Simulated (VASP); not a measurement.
Set up this calculation in VASP 6.6.1, as the native input.

| Property | Result |
| --- | --- |
| Task | single point |
| Functional | PBEsol |
| Potentials or basis | VASP PAW PBE potentials, release 64 (Co_sv) |
| Cutoff | 600 eV |
| k mesh | 12 × 12 × 7 |
| Occupations | fermi-dirac, width 0.05 eV |
| Spin | collinear spin, ferromagnetic start |
| Starting moments | [2.0, 2.0] μB |
| Dipole correction | no |
| Further INCAR settings | ALGO = Normal; EDIFF = 1e-06; NBANDS = 28 |

The structure of Co lies in POSCAR:

```
Co
1.0
    2.4706706468      0.0000000000      0.0000000000
   -1.2353353234      2.1396635445      0.0000000000
    0.0000000000      0.0000000000      4.0360182824
Co
2
Direct
    0.3333333333      0.6666666667      0.7401390000
    0.6666666667      0.3333333333      0.2598610000
```

One way to write it, as run:

INCAR

```
SYSTEM = Co
ALGO     = Normal         ! electronic algorithm
EDIFF    = 1E-6           ! SCF threshold, eV
ENCUT    = 600            ! plane-wave cutoff, eV
GGA      = PS             ! functional
GGA_COMPAT= .False.      
ISIF     = 2              ! what is computed and relaxed
ISMEAR   = -1             ! smearing method
ISPIN    = 2              ! spin polarisation
LASPH    = .True.         ! aspherical terms in the spheres
LCHARG   = .False.        ! write CHGCAR
LMAXMIX  = 4              ! l up to which the mixer works
LORBIT   = 11             ! projections on sites
LREAL    = .False.        ! projectors in reciprocal space
LWAVE    = .False.        ! write WAVECAR
MAGMOM   = 2 2            ! initial moments
NBANDS   = 28             ! bands
NELM     = 200            ! most SCF steps
PREC     = Accurate       ! precision mode
SIGMA    = 0.05           ! smearing width, eV
```

KPOINTS

```
k-points
0
Gamma
  12 12 7
  0 0 0
```

Potentials or basis: VASP PAW PBE potentials, release 64 (Co_sv).

Command:

```sh
$ cat potpaw_PBE.64/Co_sv/POTCAR > POTCAR
$ mpirun -np 1 vasp_std > vasp.out
```

It gave:

```
Pressure                                              : -9.1 GPa
Largest force                                         : 0.511 eV/Å
Net moment                                            : 3.22 μB per cell
Site moments                                          : Co +1.67 μB
Valence electrons inside the program's atomic spheres : Co 15.06
```

Caveat: the cell stands under tension; the PAW data sets were made with another functional, which shifts forces and pressure a little.

Wall time 64 s on 1 thread of Intel(R) Xeon(R) 6975P-C (Granite Rapids), on a shared host, peak memory 0.22 GiB.
